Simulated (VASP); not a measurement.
# BN (Qingsongite) (F-43m) in VASP: further runs

The runs below take BN (Qingsongite) through single point, with PBE.

Everything below comes from runs of VASP 6.6.1. Logs are shortened: lines on timing, memory, paths and dates and some standing lists are left out, and cuts for length are marked.

## Step 1: The cell of the first run

Symmetry: F-43m, No. 216, cubic system. The conventional cell has a = 3.615 Å, b = 3.615 Å, c = 3.615 Å, α = 90.00°, β = 90.00°, γ = 90.00°. B (site symmetry -43m) has 4 N at 1.57 Å within 2.1 Å. Within 2.1 Å of N (site symmetry -43m) lie 4 B at 1.57 Å.

## Step 2: Single point, PBE

File INCAR:

```
PREC = Accurate
ENCUT = 520
EDIFF = 1E-6
ISMEAR = 0
SIGMA = 0.01
LREAL = False
LASPH = True
NELM = 80
ALGO = Normal
ISIF = 2
LWAVE = False
LCHARG = False
GGA = PE
NBANDS = 11
```

File KPOINTS:

```
Automatic mesh
0
Gamma
  4 4 4
```

File POSCAR:

```
BN
1.0
    0.0000000000      1.8075000000      1.8075000000
    1.8075000000      0.0000000000      1.8075000000
    1.8075000000      1.8075000000      0.0000000000
B N
1 1
Direct
    0.0000000000      0.0000000000      0.0000000000
    0.2500000000      0.2500000000      0.2500000000
```

Potentials or basis: VASP PAW PBE potentials, release 64 (B, N).

The run is started by

```sh
cat potpaw_PBE.64/B/POTCAR potpaw_PBE.64/N/POTCAR > POTCAR
mpirun -np 1 vasp_std > vasp.out
```

OUTCAR:

```text
PREC = Accurate
   ENCUT = 520
   EDIFF = 1E-6
   ISMEAR = 0
   LREAL = False
   LASPH = True
   NELM = 80
   ISIF = 2
   GGA = PE

 ion  position               nearest neighbor table
   1  0.000  0.000  0.000-   2 1.57   2 1.57   2 1.57   2 1.57
   2  0.250  0.250  0.250-   1 1.57   1 1.57   1 1.57   1 1.57

  LATTYP: Found a face centered cubic cell.
 ALAT       =     3.6150000000

  Lattice vectors:

 A1 = (   0.0000000000,   1.8075000000,   1.8075000000)
 A2 = (   1.8075000000,   0.0000000000,   1.8075000000)
 A3 = (   1.8075000000,   1.8075000000,   0.0000000000)

Analysis of symmetry for initial positions (statically):
=====================================================================
 Subroutine PRICEL returns:
 Original cell was already a primitive cell.

 Routine SETGRP: Setting up the symmetry group for a
 face centered cubic supercell.

 Subroutine GETGRP returns: Found 24 space group operations
 (whereof 24 operations were pure point group operations)
 out of a pool of 48 trial point group operations.

The static configuration has the point symmetry T_d .

Analysis of symmetry for dynamics (positions and initial velocities):
=====================================================================
 Subroutine PRICEL returns:
 Original cell was already a primitive cell.

 Routine SETGRP: Setting up the symmetry group for a
 face centered cubic supercell.

 Subroutine GETGRP returns: Found 24 space group operations
 (whereof 24 operations were pure point group operations)
 out of a pool of 48 trial point group operations.

The dynamic configuration has the point symmetry T_d .

 Subroutine INISYM returns: Found 24 space group operations
 (whereof 24 operations are pure point group operations),
 and found     1 'primitive' translations

----------------------------------------------------------------------------------------

                                     Primitive cell

  volume of cell :      11.8104

  direct lattice vectors                    reciprocal lattice vectors
     0.000000000  1.807500000  1.807500000    -0.276625173  0.276625173  0.276625173
     1.807500000  0.000000000  1.807500000     0.276625173 -0.276625173  0.276625173
     1.807500000  1.807500000  0.000000000     0.276625173  0.276625173 -0.276625173

  length of vectors
     2.556191014  2.556191014  2.556191014     0.479128854  0.479128854  0.479128854

  position of ions in fractional coordinates (direct lattice)
     0.000000000  0.000000000  0.000000000
     0.250000000  0.250000000  0.250000000

  ion indices of the primitive-cell ions
   primitive index   ion index
                 1           1
                 2           2

----------------------------------------------------------------------------------------

 KPOINTS: Automatic mesh

Automatic generation of k-mesh.
 Grid dimensions read from file:
 generate k-points for:    4    4    4

 Generating k-lattice:

  Cartesian coordinates                     Fractional coordinates (reciprocal lattice)
    -0.069156293  0.069156293  0.069156293     0.250000000  0.000000000  0.000000000
     0.069156293 -0.069156293  0.069156293     0.000000000  0.250000000  0.000000000
     0.069156293  0.069156293 -0.069156293     0.000000000  0.000000000  0.250000000

  Length of vectors
     0.119782214  0.119782214  0.119782214

  Shift w.r.t. Gamma in fractional coordinates (k-lattice)
     0.000000000  0.000000000  0.000000000

 Subroutine IBZKPT returns following result:
 ===========================================

 Found      8 irreducible k-points:

 Following reciprocal coordinates:
            Coordinates               Weight
  0.000000  0.000000  0.000000      1.000000
  0.250000  0.000000  0.000000      8.000000
  0.500000  0.000000  0.000000      4.000000
  0.250000  0.250000  0.000000      6.000000
  0.500000  0.250000  0.000000     24.000000
 -0.250000  0.250000  0.000000     12.000000
  0.500000  0.500000  0.000000      3.000000
 -0.250000  0.500000  0.250000      6.000000
   k-points           NKPTS =      8   k-points in BZ     NKDIM =      8   number of bands    NBANDS=     11
   number of dos      NEDOS =    301   number of ions     NIONS =      2
   total plane-waves  NPLWV =   8000
   dimension x,y,z NGX =    20 NGY =   20 NGZ =   20
   dimension x,y,z NGXF=    40 NGYF=   40 NGZF=   40
   ions per type =               1   1
   NGX,Y,Z   is equivalent  to a cutoff of  13.01, 13.01, 13.01 a.u.
   NGXF,Y,Z  is equivalent  to a cutoff of  26.01, 26.01, 26.01 a.u.
 SYSTEM =  unknown system
   PREC   = accura    normal or accurate (medium, high low for compatibility)
   ISTART =      0    job   : 0-new  1-cont  2-samecut
   ICHARG =      2    charge: 1-file 2-atom 10-const
   ISPIN  =      1    spin polarized calculation?
   LNONCOLLINEAR =      F non collinear calculations
   LSORBIT =      F    spin-orbit coupling
   LASPH  =      T    aspherical Exc in radial PAW
   ENCUT  =  520.0 eV  38.22 Ry    6.18 a.u.   4.75  4.75  4.75*2*pi/ulx,y,z
   NELM   =     80;   NELMIN=  2; NELMDL= -5     # of ELM steps
   EDIFF  = 0.1E-05   stopping-criterion for ELM
   LREAL  =      F    real-space projection
   EDIFFG = 0.1E-04   stopping-criterion for IOM
   NSW    =      0    number of steps for IOM
   IBRION =     -1    ionic relax: 0-MD 1-quasi-New 2-CG
   NFREE  =      0    steps in history (QN), initial steepest desc. (CG)
   ISIF   =      2    stress and relaxation
   ISYM   =      2    0-nonsym 1-usesym 2-fastsym
   POTIM  = 0.5000    time-step for ionic-motion
   TEBEG  =    0.0;   TEEND  =   0.0 temperature during run
   PSTRESS=    0.0 pullay stress
   NELECT =       8.0000    total number of electrons
   NUPDOWN=      -1.0000    fix difference up-down
   EMIN   =  10.00;   EMAX   =-10.00  energy-range for DOS
   EFERMI =   0.00;   METHOD = LEGACY
   ISMEAR =     0;   SIGMA  =   0.01  broadening in eV -4-tet -1-fermi 0-gaus
   EFERMI_NEDOS =   21; number of points for ismear=-14 and -15
   IALGO  =     38    algorithm
   IMIX   =      4    mixing-type and parameters
     AMIX     =   0.40;   BMIX     =  1.00
     AMIX_MAG =   1.60;   BMIX_MAG =  1.00
  volume/ion in A,a.u.               =       5.91        39.85
  Fermi-wavevector in a.u.,A,eV,Ry     =   1.437749  2.716952 28.124920  2.067123
  Thomas-Fermi vector in A             =   2.556793
   LORBIT       =      0    0 simple, 1 ext, 2 COOP (PROOUT), +10 PAW based schemes
   GGA     = PE    functional components
   LHFCALC =     F    Hartree Fock is set to
   AEXX    =    0.0000 exact exchange contribution
   IVDW    =     0    specifies the selected vdW correction
   LEPSILON=     F    determine dielectric tensor
   LRPA    =     F    only Hartree local field effects (RPA)
 non-spin polarized calculation
 Gauss-broadening in eV      SIGMA  =   0.01
  energy-cutoff  :      520.00
  volume of cell :       11.81
 maximum number of plane-waves:       332
 NGX is ok and might be reduce to    20
   NGX =  9   NGY =  9   NGZ =  9

 number of electron       7.9999999 magnetization

 Free energy of the ion-electron system (eV)
  ---------------------------------------------------
  ext. energy  EPLUGINS =         0.00000000
  ---------------------------------------------------
  free energy    TOTEN  =       -17.37521927 eV

  energy without entropy =      -17.37521927  energy(sigma->0) =      -17.37521927

 E-fermi :   7.5063     XC(G=0): -12.8125

 val. band max:        7.4380902488   @ k =   0.0000   0.0000   0.0000
 cond. band min:      11.8732627953   @ k =   0.5000   0.5000   0.0000
 fundamental gap:      4.4351725465
 Fermi energy:         7.5062672610

 k-point     1 :       0.0000    0.0000    0.0000
  band No.  band energies     occupation
      1     -12.8069      2.00000
      2       7.4381      2.00000
      3       7.4381      2.00000
      4       7.4381      2.00000
      5      16.2303      0.00000
      6      16.2303      0.00000
      7      16.2303      0.00000
      8      17.7799      0.00000
      9      32.1635      0.00000
     10      35.1777      0.00000
     11      35.1777      0.00000

 k-point     2 :       0.2500    0.0000    0.0000
  band No.  band energies     occupation
      1     -11.3266      2.00000
      2       1.9493      2.00000
      3       6.3065      2.00000
      4       6.3065      2.00000
      5      17.0659      0.00000
      6      17.7533      0.00000
      7      17.7533      0.00000
      8      21.0028      0.00000
      9      30.8618      0.00000
     10      31.0090      0.00000
     11      31.0090      0.00000

 k-point     3 :       0.5000    0.0000    0.0000
  band No.  band energies     occupation
      1      -8.5837      2.00000
      2      -3.2708      2.00000
      3       5.4925      2.00000
      4       5.4925      2.00000
      5      17.5658      0.00000
      6      18.1194      0.00000
      7      18.1194      0.00000
      8      22.6878      0.00000
      9      30.8748      0.00000
     10      34.2048      0.00000
     11      34.3217      0.00000

 k-point     4 :       0.2500    0.2500    0.0000
  band No.  band energies     occupation
      1     -10.8415      2.00000
      2       3.4526      2.00000
      3       4.4189      2.00000
      4       4.4189      2.00000
      5      14.2083      0.00000
      6      18.9671      0.00000
      7      20.8607      0.00000
      8      20.8607      0.00000
      9      25.6946      0.00000
     10      34.5680      0.00000
     11      38.0248      0.00000

 k-point     5 :       0.5000    0.2500    0.0000
  band No.  band energies     occupation
      1      -8.1417      2.00000
      2      -1.3243      2.00000
      3       2.2739      2.00000
      4       3.7740      2.00000
      5      14.9619      0.00000
      6      20.5180      0.00000
      7      21.8792      0.00000
      8      22.0208      0.00000
      9      27.3577      0.00000
     10      33.8773      0.00000
     11      36.0398      0.00000

 k-point     6 :      -0.2500    0.2500    0.0000
  band No.  band energies     occupation
      1      -9.1433      2.00000
      2      -0.1514      2.00000
      3       1.8315      2.00000
      4       5.3391      2.00000
      5      17.1388      0.00000
      6      19.5841      0.00000
      7      20.2949      0.00000
      8      21.9437      0.00000
      9      28.9043      0.00000
     10      29.4599      0.00000
     11      34.1853      0.00000

 k-point     7 :       0.5000    0.5000    0.0000
  band No.  band energies     occupation
      1      -7.2149      2.00000
      2      -1.4934      2.00000
      3       2.5229      2.00000
      4       2.5229      2.00000
      5      11.8733      0.00000
      6      16.6429      0.00000
      7      25.3453      0.00000
      8      25.3453      0.00000
      9      28.2214      0.00000
     10      34.6499      0.00000
     11      41.0504      0.00000

 k-point     8 :      -0.2500    0.5000    0.2500
  band No.  band energies     occupation
      1      -6.9021      2.00000
      2      -0.1628      2.00000
      3       0.4598      2.00000
      4       0.9153      2.00000
      5      17.0238      0.00000
      6      20.7239      0.00000
      7      21.9176      0.00000
      8      22.0869      0.00000
      9      26.7375      0.00000
     10      32.9977      0.00000
     11      36.9441      0.00000

------------------------ aborting loop because EDIFF is reached ----------------------------------------

  FORCE on cell =-STRESS in cart. coord.  units (eV):
  Direction    XX          YY          ZZ          XY          YZ          ZX
  --------------------------------------------------------------------------------------
  -------------------------------------------------------------------------------------
  Total        0.2938704      0.2938704      0.2938704      0.0000000      0.0000000      0.0000000
  in kB       39.8658964     39.8658964     39.8658964      0.0000000      0.0000000      0.0000000
  external PRESSURE =      39.8658964 kB  Pullay stress =       0.0000000 kB

 VOLUME and BASIS-vectors are now :
 -----------------------------------------------------------------------------
  energy-cutoff  :      520.00
  volume of cell :       11.81
      direct lattice vectors                 reciprocal lattice vectors
     0.000000000  1.807500000  1.807500000    -0.276625173  0.276625173  0.276625173
     1.807500000  0.000000000  1.807500000     0.276625173 -0.276625173  0.276625173
     1.807500000  1.807500000  0.000000000     0.276625173  0.276625173 -0.276625173

 POSITION                                       TOTAL-FORCE (eV/Angst)
 -----------------------------------------------------------------------------------
      0.00000      0.00000      0.00000        -0.000000     -0.000000      0.000000
      0.90375      0.90375      0.90375         0.000000      0.000000     -0.000000
 -----------------------------------------------------------------------------------
    total drift:                                0.000000      0.000000      0.000000

  FREE ENERGIE OF THE ION-ELECTRON SYSTEM (eV)
  ---------------------------------------------------
  free  energy   TOTEN  =       -17.3752192726 eV

  energy  without entropy=      -17.3752192726  energy(sigma->0) =      -17.37521927
```

Run time: 2.2 s. Hardware: 1 thread of Intel Xeon 6975P-C, shared host; peak memory 0.12 GiB.

What came out:

- Free energy: -17.3752 eV
- Pressure: 4.0 GPa
- Band gap on the k mesh: 4.44 eV, indirect (least direct gap 8.79 eV)

Caveat: the k points lie up to 0.75 Å⁻¹ apart.

## Step 3: Single point, PBE

File INCAR:

```
PREC = Accurate
ENCUT = 520
EDIFF = 1E-6
ISMEAR = 0
SIGMA = 0.01
LREAL = F
LASPH = T
NELM = 80
ALGO = Normal
ISIF = 2
LWAVE = F
LCHARG = F
GGA = PE
NBANDS = 11
```

File KPOINTS:

```
Automatic mesh
0
Gamma
  8 8 8
```

POSCAR is that of step 2.

Potentials or basis: VASP PAW PBE potentials, release 64 (B, N).

The run is started by

```sh
cat potpaw_PBE.64/B/POTCAR potpaw_PBE.64/N/POTCAR > POTCAR
mpirun -np 1 vasp_std > vasp.out
```

Wall time 4.1 s (1 thread of Intel Xeon 6975P-C, shared host); peak memory 0.12 GiB.

The run converged. Its results:

| Property | Result |
| --- | --- |
| Free energy | -17.4495 eV |
| Pressure | 3.3 GPa |
| Band gap on the k mesh | 4.46 eV, indirect (least direct gap 8.82 eV) |

Levels at points of the mesh, in eV from the valence-band top:
```tsv
k point	band 1	band 2	band 3	band 4	band 5	band 6	band 7	band 8
(0.00, 0.00, 0.00)	-20.23	0.00	0.00	0.00	8.82	8.82	8.82	10.35
(0.50, 0.00, 0.00)	-16.01	-10.69	-1.94	-1.94	10.15	10.71	10.71	15.26
(0.50, 0.50, 0.00)	-14.65	-8.92	-4.90	-4.90	4.46	9.23	17.92	17.92
```

(Part 1 of 2 ends here.)
